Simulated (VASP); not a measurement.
Set up this calculation in VASP 6.6.1, as the native input.

```yaml
Task: single point
Functional: b88 exchange, pbe correlation
Potentials_or_basis: VASP PAW PBE potentials, release 64 (Bi_d)
Cutoff: 500 eV
k_mesh: 7 × 7 × 7
Occupations: fermi-dirac, width 0.1 eV
Spin: non-collinear spin, zero start, spin-orbit coupling
Starting_moments: "[[0.0, 0.0, 0.0], [0.0, 0.0, 0.0]] μB"
Dipole_correction: no
Further_INCAR_settings: ALGO = Normal; EDIFF = 1e-06; NBANDS = 42
```

The structure of Bi lies in POSCAR:

```
Bi
1.0
    2.2675000000      1.3091417354      3.9380000000
   -2.2675000000      1.3091417354      3.9380000000
    0.0000000000     -2.6182834708      3.9380000000
Bi
2
Direct
    0.7624692874      0.7682630508      0.7576496270
    0.2343527126      0.2402809492      0.2293683730
```

This cell differs from its parent crystal: atoms moved at random.

One way to write it, as run:

INCAR

```
SYSTEM = Bi
PREC     = Accurate       ! precision mode
ENCUT    = 500            ! plane-wave cutoff, eV
EDIFF    = 1E-6           ! SCF threshold, eV
ISMEAR   = -1             ! smearing method
SIGMA    = 0.1            ! smearing width, eV
LREAL    = .False.        ! projectors in reciprocal space
LASPH    = .True.         ! aspherical terms in the spheres
NELM     = 200            ! most SCF steps
ALGO     = Normal         ! electronic algorithm
ISIF     = 2              ! what is computed and relaxed
LWAVE    = .False.        ! write WAVECAR
LCHARG   = .True.         ! write CHGCAR
MAGMOM   = 0 0 0 0 0 0    ! initial moments
LORBIT   = 11             ! projections on sites
LSORBIT  = .True.         ! spin-orbit coupling
GGA_COMPAT= .False.      
LORBMOM  = .True.       
GGA      = LIBXC          ! functional
LIBXC1   = GGA_X_B88    
LIBXC2   = GGA_C_PBE    
LVHAR    = .True.       
NBANDS   = 42             ! bands
KPAR     = 4
```

KPOINTS

```
regular mesh
0
Gamma
  7 7 7
  0 0 0
```

Potentials or basis: VASP PAW PBE potentials, release 64 (Bi_d).

The run is started by

```sh
$ cat potpaw_PBE.64/Bi_d/POTCAR > POTCAR
$ mpirun -np 4 vasp_ncl > vasp.out
```

Results of the run:

```
Pressure                                              : 2.4 GPa
Largest force                                         : 0.011 eV/Å
Net moment                                            : 0.00 μB per cell
Valence electrons inside the program's atomic spheres : Bi 12.80
```

Caveat: the cell differs from its parent crystal (atoms moved at random); the PAW data sets were made with another functional, which shifts forces and pressure a little.

Run time: 2.7 min on 4 MPI ranks on Intel(R) Xeon(R) 6975P-C (Granite Rapids), on a shared host, peak memory 0.8 GiB a rank.
